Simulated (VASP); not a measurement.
# WS2 (P-3m1) in VASP: single point with RPBE+D3(BJ)

Aim: the single point of WS2 with RPBE+D3(BJ).

Program: VASP 6.6.1. These are calculated values, not measurements. Logs are shortened: lines on timing, memory, paths and dates and some standing lists are left out, and cuts for length are marked.

## (1) The cell of the first run

The typed cell holds 12 atoms: a = 3.004 Å, b = 3.004 Å, c = 22.469 Å, α = 90.00°, β = 90.00°, γ = 120.00°.

## (2) Single point, RPBE+D3(BJ)

File INCAR:

```
SYSTEM = WS2
ALGO     = Normal         ! electronic algorithm
EDIFF    = 1E-7           ! SCF threshold, eV
ENCUT    = 520            ! plane-wave cutoff, eV
GGA      = RP             ! functional
ISIF     = 2              ! what is computed and relaxed
ISMEAR   = -1             ! smearing method
IVDW     = 12             ! dispersion correction
LASPH    = .True.         ! aspherical terms in the spheres
LCHARG   = .False.        ! write CHGCAR
LREAL    = .False.        ! projectors in reciprocal space
LWAVE    = .False.        ! write WAVECAR
NBANDS   = 64             ! bands
NELM     = 60             ! most SCF steps
PREC     = Accurate       ! precision mode
SIGMA    = 0.05           ! smearing width, eV
```

File KPOINTS:

```
k-points
0
Gamma
  10 10 1
  0 0 0
```

File POSCAR:

```
WS2
1.0
    3.0041847611      0.0000000000      0.0000000000
   -1.5020923805      2.6017003208      0.0000000000
    0.0000000000      0.0000000000     22.4691297763
W S
4 8
Direct
    0.3333333333      0.6666666667      0.6249327834
    0.3333333333      0.6666666667      0.1250766951
    0.6666666667      0.3333333333      0.8749233049
    0.6666666667      0.3333333333      0.3750672166
    0.3333333333      0.6666666667      0.9461919550
    0.3333333333      0.6666666667      0.4463254994
    0.6666666667      0.3333333333      0.6961922219
    0.6666666667      0.3333333333      0.1963440303
    0.3333333333      0.6666666667      0.8036559697
    0.3333333333      0.6666666667      0.3038077781
    0.6666666667      0.3333333333      0.5536745006
    0.6666666667      0.3333333333      0.0538080450
```

Potentials or basis: VASP PAW PBE potentials, release 64 (W_sv, S).

Started as:

```sh
cat potpaw_PBE.64/W_sv/POTCAR potpaw_PBE.64/S/POTCAR > POTCAR
mpirun -np 1 vasp_std > vasp.out
```

OUTCAR:

```text
SYSTEM = WS2
   EDIFF = 1E-7
   ENCUT = 520
   GGA = RP
   ISIF = 2
   ISMEAR = -1
   IVDW = 12
   LASPH = .True.
   LREAL = .False.
   NELM = 60
   PREC = Accurate
 IVDW          = 12

 ion  position               nearest neighbor table
   1  0.333  0.667  0.625-  11 2.36  11 2.36  11 2.36   7 2.36   7 2.36   7 2.36
   2  0.333  0.667  0.125-   8 2.36   8 2.36   8 2.36  12 2.36  12 2.36  12 2.36
   3  0.667  0.333  0.875-   9 2.36   9 2.36   9 2.36   5 2.36   5 2.36   5 2.36
   4  0.667  0.333  0.375-   6 2.36   6 2.36   6 2.36  10 2.36  10 2.36  10 2.36
   5  0.333  0.667  0.946-   3 2.36   3 2.36   3 2.36
   6  0.333  0.667  0.446-   4 2.36   4 2.36   4 2.36
   7  0.667  0.333  0.696-   1 2.36   1 2.36   1 2.36
   8  0.667  0.333  0.196-   2 2.36   2 2.36   2 2.36
   9  0.333  0.667  0.804-   3 2.36   3 2.36   3 2.36
  10  0.333  0.667  0.304-   4 2.36   4 2.36   4 2.36
  11  0.667  0.333  0.554-   1 2.36   1 2.36   1 2.36
  12  0.667  0.333  0.054-   2 2.36   2 2.36   2 2.36

  LATTYP: Found a hexagonal cell.
 ALAT       =     3.0041847611
 C/A-ratio  =     7.4792769297

  Lattice vectors:

 A1 = (   3.0041847611,   0.0000000000,   0.0000000000)
 A2 = (  -1.5020923805,   2.6017003208,   0.0000000000)
 A3 = (   0.0000000000,   0.0000000000,  22.4691297763)

Analysis of symmetry for initial positions (statically):
=====================================================================
 Subroutine PRICEL returns:
 Original cell was already a primitive cell.

 Routine SETGRP: Setting up the symmetry group for a
 hexagonal supercell.

 Subroutine GETGRP returns: Found 12 space group operations
 (whereof 12 operations were pure point group operations)
 out of a pool of 24 trial point group operations.

The static configuration has the point symmetry D_3d.

Analysis of symmetry for dynamics (positions and initial velocities):
=====================================================================
 Subroutine PRICEL returns:
 Original cell was already a primitive cell.

 Routine SETGRP: Setting up the symmetry group for a
 hexagonal supercell.

 Subroutine GETGRP returns: Found 12 space group operations
 (whereof 12 operations were pure point group operations)
 out of a pool of 24 trial point group operations.

The dynamic configuration has the point symmetry D_3d.

 Subroutine INISYM returns: Found 12 space group operations
 (whereof 12 operations are pure point group operations),
 and found     1 'primitive' translations

----------------------------------------------------------------------------------------

                                     Primitive cell

  volume of cell :     175.6185

  direct lattice vectors                    reciprocal lattice vectors
     3.004184761  0.000000000  0.000000000     0.332869008  0.192182011  0.000000000
    -1.502092380  2.601700321  0.000000000     0.000000000  0.384364022  0.000000000
     0.000000000  0.000000000 22.469129776     0.000000000  0.000000000  0.044505506

  length of vectors
     3.004184761  3.004184761 22.469129776     0.384364022  0.384364022  0.044505506

  position of ions in fractional coordinates (direct lattice)
     0.333333333  0.666666667  0.624932783
     0.333333333  0.666666667  0.125076695
     0.666666667  0.333333333  0.874923305
     0.666666667  0.333333333  0.375067217
     0.333333333  0.666666667  0.946191955
     0.333333333  0.666666667  0.446325499
     0.666666667  0.333333333  0.696192222
     0.666666667  0.333333333  0.196344030
     0.333333333  0.666666667  0.803655970
     0.333333333  0.666666667  0.303807778
     0.666666667  0.333333333  0.553674501
     0.666666667  0.333333333  0.053808045

  ion indices of the primitive-cell ions
   primitive index   ion index
                 1           1
                 2           2
                 3           3
                 4           4
                 5           5
                 6           6
                 7           7
                 8           8
                 9           9
                10          10
                11          11
                12          12

----------------------------------------------------------------------------------------

 KPOINTS: k-points

Automatic generation of k-mesh.
 Grid dimensions read from file:
 generate k-points for:   10   10    1

 Generating k-lattice:

  Cartesian coordinates                     Fractional coordinates (reciprocal lattice)
     0.033286901  0.019218201  0.000000000     0.100000000 -0.000000000  0.000000000
     0.000000000  0.038436402  0.000000000     0.000000000  0.100000000  0.000000000
     0.000000000  0.000000000  0.044505506     0.000000000  0.000000000  1.000000000

  Length of vectors
     0.038436402  0.038436402  0.044505506

  Shift w.r.t. Gamma in fractional coordinates (k-lattice)
     0.000000000  0.000000000  0.000000000

 Subroutine IBZKPT returns following result:
 ===========================================

 Found     14 irreducible k-points:

 Following reciprocal coordinates:
            Coordinates               Weight
  0.000000  0.000000  0.000000      1.000000
  0.100000  0.000000  0.000000      6.000000
  0.200000  0.000000  0.000000      6.000000
  0.300000  0.000000  0.000000      6.000000
  0.400000  0.000000  0.000000      6.000000
  0.500000  0.000000  0.000000      3.000000
  0.100000  0.100000  0.000000      6.000000
  0.200000  0.100000  0.000000     12.000000
  0.300000  0.100000  0.000000     12.000000
  0.400000  0.100000  0.000000     12.000000
  0.200000  0.200000  0.000000      6.000000
  0.300000  0.200000  0.000000     12.000000
  0.400000  0.200000  0.000000      6.000000
  0.300000  0.300000  0.000000      6.000000
   k-points           NKPTS =     14   k-points in BZ     NKDIM =     14   number of bands    NBANDS=     64
   number of dos      NEDOS =    301   number of ions     NIONS =     12
   total plane-waves  NPLWV =  96768
   dimension x,y,z NGX =    24 NGY =   24 NGZ =  168
   dimension x,y,z NGXF=    48 NGYF=   48 NGZF=  336
   ions per type =               4   8
   NGX,Y,Z   is equivalent  to a cutoff of  13.28, 13.28, 12.43 a.u.
   NGXF,Y,Z  is equivalent  to a cutoff of  26.56, 26.56, 24.86 a.u.
 SYSTEM =  WS2
   PREC   = accura    normal or accurate (medium, high low for compatibility)
   ISTART =      0    job   : 0-new  1-cont  2-samecut
   ICHARG =      2    charge: 1-file 2-atom 10-const
   ISPIN  =      1    spin polarized calculation?
   LNONCOLLINEAR =      F non collinear calculations
   LSORBIT =      F    spin-orbit coupling
   LASPH  =      T    aspherical Exc in radial PAW
   ENCUT  =  520.0 eV  38.22 Ry    6.18 a.u.   5.59  5.59 41.78*2*pi/ulx,y,z
   NELM   =     60;   NELMIN=  2; NELMDL= -5     # of ELM steps
   EDIFF  = 0.1E-06   stopping-criterion for ELM
   LREAL  =      F    real-space projection
   EDIFFG = 0.1E-05   stopping-criterion for IOM
   NSW    =      0    number of steps for IOM
   IBRION =     -1    ionic relax: 0-MD 1-quasi-New 2-CG
   NFREE  =      0    steps in history (QN), initial steepest desc. (CG)
   ISIF   =      2    stress and relaxation
   ISYM   =      2    0-nonsym 1-usesym 2-fastsym
   POTIM  = 0.5000    time-step for ionic-motion
   TEBEG  =    0.0;   TEEND  =   0.0 temperature during run
   PSTRESS=    0.0 pullay stress
   NELECT =     104.0000    total number of electrons
   NUPDOWN=      -1.0000    fix difference up-down
   EMIN   =  10.00;   EMAX   =-10.00  energy-range for DOS
   EFERMI =   0.00;   METHOD = LEGACY
   ISMEAR =    -1;   SIGMA  =   0.05  broadening in eV -4-tet -1-fermi 0-gaus
   EFERMI_NEDOS =   21; number of points for ismear=-14 and -15
   IALGO  =     38    algorithm
   IMIX   =      4    mixing-type and parameters
     AMIX     =   0.40;   BMIX     =  1.00
     AMIX_MAG =   1.60;   BMIX_MAG =  1.00
  volume/ion in A,a.u.               =      14.63        98.76
  Fermi-wavevector in a.u.,A,eV,Ry     =   1.374767  2.597934 25.714812  1.889985
  Thomas-Fermi vector in A             =   2.500164
   LORBIT       =      0    0 simple, 1 ext, 2 COOP (PROOUT), +10 PAW based schemes
   GGA     = RP    functional components
   LHFCALC =     F    Hartree Fock is set to
   AEXX    =    0.0000 exact exchange contribution
   IVDW    =    12    specifies the selected vdW correction
   LEPSILON=     F    determine dielectric tensor
   LRPA    =     F    only Hartree local field effects (RPA)
 non-spin polarized calculation
  energy-cutoff  :      520.00
  volume of cell :      175.62
 maximum number of plane-waves:      4787
 NGX is ok and might be reduce to    24
   NGX = 11   NGY = 11   NGZ = 83

 number of electron     103.9999990 magnetization

 Free energy of the ion-electron system (eV)
  ---------------------------------------------------
  ext. energy  EPLUGINS =         0.00000000
  ---------------------------------------------------
  free energy    TOTEN  =       -85.88728543 eV

  energy without entropy =      -85.88669998  energy(sigma->0) =      -85.88699271

 E-fermi :  10.5746     XC(G=0): -12.0691

 val. band max:       10.4370164932   @ k =   0.0000   0.0000   0.0000
 cond. band min:      10.8072257520   @ k =   0.2000   0.2000   0.0000
 fundamental gap:      0.3702092588
 Fermi energy:        10.5745687500

 k-point     1 :       0.0000    0.0000    0.0000
  band No.  band energies     occupation
      1     -64.2343      2.00000
      2     -64.2343      2.00000
      3     -64.2343      2.00000
      4     -64.2343      2.00000
      5     -28.6297      2.00000
      6     -28.6295      2.00000
[... 56 lines left out ...]
     63      12.9866      0.00000
     64      12.9869      0.00000

 k-point     2 :       0.1000    0.0000    0.0000
  band No.  band energies     occupation
      1     -64.2307      2.00000
      2     -64.2307      2.00000
      3     -64.2307      2.00000
      4     -64.2307      2.00000
      5     -28.6186      2.00000
      6     -28.6184      2.00000
[... 860 lines left out ...]
     63      13.8374      0.00000
     64      13.8587      0.00000

------------------------ aborting loop because EDIFF is reached ----------------------------------------

 Edisp (eV)  -30.44700

 E8    (eV) :   -19.5795

  FORCE on cell =-STRESS in cart. coord.  units (eV):
  Direction    XX          YY          ZZ          XY          YZ          ZX
  --------------------------------------------------------------------------------------
  -------------------------------------------------------------------------------------
  Total      -0.16225    -0.16225    -0.23237    -0.00000     0.00000     0.00000
  in kB      -1.48025    -1.48025    -2.11997    -0.00000     0.00000     0.00000
  external pressure =       -1.69 kB  Pullay stress =        0.00 kB

 VOLUME and BASIS-vectors are now :
 -----------------------------------------------------------------------------
  energy-cutoff  :      520.00
  volume of cell :      175.62
      direct lattice vectors                 reciprocal lattice vectors
     3.004184761  0.000000000  0.000000000     0.332869008  0.192182011  0.000000000
    -1.502092380  2.601700321  0.000000000     0.000000000  0.384364022  0.000000000
     0.000000000  0.000000000 22.469129776     0.000000000  0.000000000  0.044505506

 POSITION                                       TOTAL-FORCE (eV/Angst)
 -----------------------------------------------------------------------------------
     -0.00000      1.73447     14.04170         0.000000     -0.000000      0.001592
     -0.00000      1.73447      2.81036        -0.000000     -0.000000     -0.001986
      1.50209      0.86723     19.65877         0.000000      0.000000      0.001986
      1.50209      0.86723      8.42743        -0.000000      0.000000     -0.001592
     -0.00000      1.73447     21.26011        -0.000000      0.000000     -0.008827
     -0.00000      1.73447     10.02855         0.000000      0.000000     -0.011948
      1.50209      0.86723     15.64283        -0.000000      0.000000     -0.009038
      1.50209      0.86723      4.41168        -0.000000      0.000000     -0.012706
     -0.00000      1.73447     18.05745         0.000000     -0.000000      0.012706
     -0.00000      1.73447      6.82630         0.000000      0.000000      0.009038
      1.50209      0.86723     12.44058        -0.000000     -0.000000      0.011948
      1.50209      0.86723      1.20902         0.000000     -0.000000      0.008827
 -----------------------------------------------------------------------------------
    total drift:                                0.000000     -0.000000     -0.000000

  FREE ENERGIE OF THE ION-ELECTRON SYSTEM (eV)
  ---------------------------------------------------
  free  energy   TOTEN  =      -116.3342819939 eV

  energy  without entropy=     -116.3336965401  energy(sigma->0) =     -116.33398927
```

Wall time 3 min (1 thread of AMD EPYC 7R13 (Zen 3), shared host); peak memory 0.33 GiB.

Results:

```
Free energy                : -116.3343 eV
Pressure                   : -0.2 GPa
Largest force              : 0.013 eV/Å
Band gap on the k mesh     : 0.37 eV
Dispersion energy per atom : -2.537 eV
```

Forces on the atoms (eV/Å):
```
W    0.000  0.000  0.002
W    0.000  0.000 -0.002
W    0.000  0.000  0.002
W    0.000  0.000 -0.002
S    0.000  0.000 -0.009
S    0.000  0.000 -0.012
S    0.000  0.000 -0.009
S    0.000  0.000 -0.013
S    0.000  0.000  0.013
S    0.000  0.000  0.009
S    0.000  0.000  0.012
S    0.000  0.000  0.009
```

Caveat: the dispersion term is far too large for a dense solid, which distorts pressure and volume; the PAW data sets were made with another functional, which shifts forces and pressure a little; spin-orbit coupling is left out, which moves the levels of the heavy elements.
